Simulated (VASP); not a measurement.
# C (P6_3/mmc) in VASP: a series of runs, part 2 of 2

VASP 6.6.1. Earlier steps stand in the parts before.

### 3 Relaxation of cell and atoms, LDA

This run uses another cell than the first one, of 8.87 Å³/atom.

Contents of INCAR:

```
  PREC = Accurate
  ENCUT = 600
  EDIFF = 1E-7
  ISMEAR = 0
  SIGMA = 0.1
  LREAL = F
  LASPH = T
  NELM = 60
  ALGO = Normal
  ISIF = 3
  LWAVE = F
  LCHARG = F
  IBRION = 2
  NSW = 70
  EDIFFG = -0.005
```

Contents of KPOINTS:

```
Automatic mesh
0
Gamma
  21 21 6
```

Contents of POSCAR:

```
C
1.0
    2.4649740423      0.0000000000      0.0000000000
   -1.2324870212      2.1347301403      0.0000000000
    0.0000000000      0.0000000000      6.7441727653
C
4
Direct
    0.0000000000      0.0000000000      0.2500000000
    0.0000000000      0.0000000000      0.7500000000
    0.3333333333      0.6666666667      0.2500000000
    0.6666666667      0.3333333333      0.7500000000
```

Potentials or basis: VASP PAW LDA potentials, release 64 (C).

Run with:

```bash
cat potpaw_LDA.64/C/POTCAR > POTCAR
mpirun -np 1 vasp_std > vasp.out
```

OUTCAR:

```text
PREC = Accurate
   ENCUT = 600
   EDIFF = 1E-7
   ISMEAR = 0
   LREAL = F
   LASPH = T
   NELM = 60
   ISIF = 3
   IBRION = 2
   NSW = 70
   EDIFFG = -0.005

 ion  position               nearest neighbor table
   1  0.000  0.000  0.250-   3 1.42   3 1.42   3 1.42
   2  0.000  0.000  0.750-   4 1.42   4 1.42   4 1.42
   3  0.333  0.667  0.250-   1 1.42   1 1.42   1 1.42
   4  0.667  0.333  0.750-   2 1.42   2 1.42   2 1.42

  LATTYP: Found a hexagonal cell.
 ALAT       =     2.4649740423
 C/A-ratio  =     2.7360015357

  Lattice vectors:

 A1 = (   2.4649740423,   0.0000000000,   0.0000000000)
 A2 = (  -1.2324870212,   2.1347301403,   0.0000000000)
 A3 = (   0.0000000000,   0.0000000000,   6.7441727653)

Analysis of symmetry for initial positions (statically):
[... 508 lines left out ...]
      5       1.8977      2.00000
      6       1.8977      2.00000
      7       1.9202      2.00000
      8       1.9202      2.00000
      9       8.8958      0.00000
     10      13.3233      0.00000
     11      13.3234      0.00000
     12      13.3865      0.00000
[... 331 lines left out ...]
 k-point    24 :       0.1905    0.0952    0.0000
  band No.  band energies     occupation
      1     -13.2317      2.00000
      2     -12.8908      2.00000
      3      -2.2303      2.00000
      4      -2.1309      2.00000
      5      -2.0893      2.00000
      6      -0.6487      2.00000
      7      -0.5855      2.00000
      8       0.0366      2.00000
      9      10.7411      0.00000
     10      12.0015      0.00000
     11      12.6055      0.00000
     12      13.9011      0.00000

 [... further k-points ...]

------------------------ aborting loop because EDIFF is reached ----------------------------------------

  FORCE on cell =-STRESS in cart. coord.  units (eV):
  Direction    XX          YY          ZZ          XY          YZ          ZX
  --------------------------------------------------------------------------------------
  -------------------------------------------------------------------------------------
  Total        0.0037558      0.0037558      0.0072433     -0.0000000      0.0000000      0.0000000
  in kB        0.1769504      0.1769504      0.3412591     -0.0000000      0.0000000      0.0000000
  external PRESSURE =       0.2317200 kB  Pullay stress =       0.0000000 kB
[... 19 lines left out ...]
  FREE ENERGIE OF THE ION-ELECTRON SYSTEM (eV)
  ---------------------------------------------------
  free  energy   TOTEN  =       -40.4648667643 eV

  energy  without entropy=      -40.4642836219  energy(sigma->0) =      -40.46457519

 reached required accuracy - stopping structural energy minimisation
```

OSZICAR:

```text
N       E                     dE             d eps       ncg     rms          rms(c)
DAV:   1     0.527629845019E+02    0.52763E+02   -0.90428E+03  4608   0.138E+03
DAV:   2    -0.387961501591E+02   -0.91559E+02   -0.84292E+02  6648   0.242E+02
DAV:   3    -0.430862292993E+02   -0.42901E+01   -0.42492E+01  5856   0.522E+01
[... 72 lines left out ...]
DAV:   3    -0.404649361548E+02    0.73660E-02   -0.24734E-02  5304   0.108E+00    0.848E-02
DAV:   4    -0.404649285701E+02    0.75847E-05   -0.49552E-04  5312   0.180E-01    0.677E-02
DAV:   5    -0.404648669830E+02    0.61587E-04   -0.90389E-05  5380   0.841E-02    0.811E-03
DAV:   6    -0.404648668568E+02    0.12620E-06   -0.83363E-06  5612   0.239E-02    0.873E-03
DAV:   7    -0.404648667643E+02    0.92456E-07   -0.29288E-07  5004   0.478E-03
   9 F= -.40464867E+02 E0= -.40464575E+02  d E =-.244809E-02
```

CONTCAR:

```text
C
   1.00000000000000
     2.4459700372751016    0.0000000000004458   -0.0000000000000000
    -1.2229850186867790    2.1182721891745917   -0.0000000000000000
     0.0000000000000000    0.0000000000000000    6.5633789154135762
  C
     4
Direct
     0.0000000000000000    0.0000000000000000    0.2500000000000000
     0.0000000000000000    0.0000000000000000    0.7500000000000000
     0.3333333332999970    0.6666666667000030    0.2500000000000000
     0.6666666667000030    0.3333333332999970    0.7500000000000000

  0.00000000E+00  0.00000000E+00  0.00000000E+00
  0.00000000E+00  0.00000000E+00  0.00000000E+00
  0.00000000E+00  0.00000000E+00  0.00000000E+00
  0.00000000E+00  0.00000000E+00  0.00000000E+00
```

Wall time 3.7 min (1 thread of AMD EPYC 9R45 (Zen 5), shared host); peak memory 0.17 GiB.

Results:

```yaml
Free_energy: -40.4649 eV
Relaxed_volume: 8.50 Å³/atom
Relaxed_cell: a = 2.446 Å, b = 2.446 Å, c = 6.563 Å, α = 90.00°, β = 90.00°, γ = 120.00°
Space_group_after_relaxing_to_0.1_Å: P6_3/mmc (No. 194)
Energy_gained_by_relaxing: 4.7 meV/atom
Ionic_steps: 9
Pressure_after_relaxing: 0.0 GPa
Band_gap_on_the_k_mesh: zero (bands 8 and 9 overlap by 0.04 eV)
```

Step by step:
| step | energy change (eV) | largest force (eV/Å) | pressure (GPa) | volume (Å³) |
| --- | --- | --- | --- | --- |
| 1 | 0.0000 | 0.0000 | -6.56 | 35.49 |
| 2 | 0.0764 | 0.0000 | 16.32 | 33.65 |
| 3 | -0.0162 | 0.0000 | -0.37 | 34.94 |
| 4 | -0.0162 | 0.0000 | -0.24 | 34.93 |
| 5 | -0.0165 | 0.0000 | -0.23 | 34.87 |
| 6 | -0.0173 | 0.0000 | -0.19 | 34.68 |
| 7 | -0.0184 | 0.0000 | -0.10 | 34.31 |
| 8 | -0.0181 | 0.0000 | 0.15 | 33.57 |
| 9 | -0.0187 | 0.0000 | 0.02 | 34.01 |

Final structure:
```
CELL_PARAMETERS angstrom
2.44597 0.00000 0.00000
-1.22299 2.11827 0.00000
0.00000 0.00000 6.56338
ATOMIC_POSITIONS crystal
C 0.00000 0.00000 0.25000
C 0.00000 0.00000 0.75000
C 0.33333 0.66667 0.25000
C 0.66667 0.33333 0.75000
```

Levels at points of the mesh, in eV from the Fermi level:
| k point | band 6 | band 7 | band 8 | band 9 | band 10 | band 11 |
| --- | --- | --- | --- | --- | --- | --- |
| (0.00, 0.00, 0.00) | -2.98 | -2.96 | -2.96 | 4.02 | 8.45 | 8.45 |
| (0.00, 0.00, 0.50) | -2.97 | -2.97 | -2.97 | 6.86 | 6.86 | 8.48 |
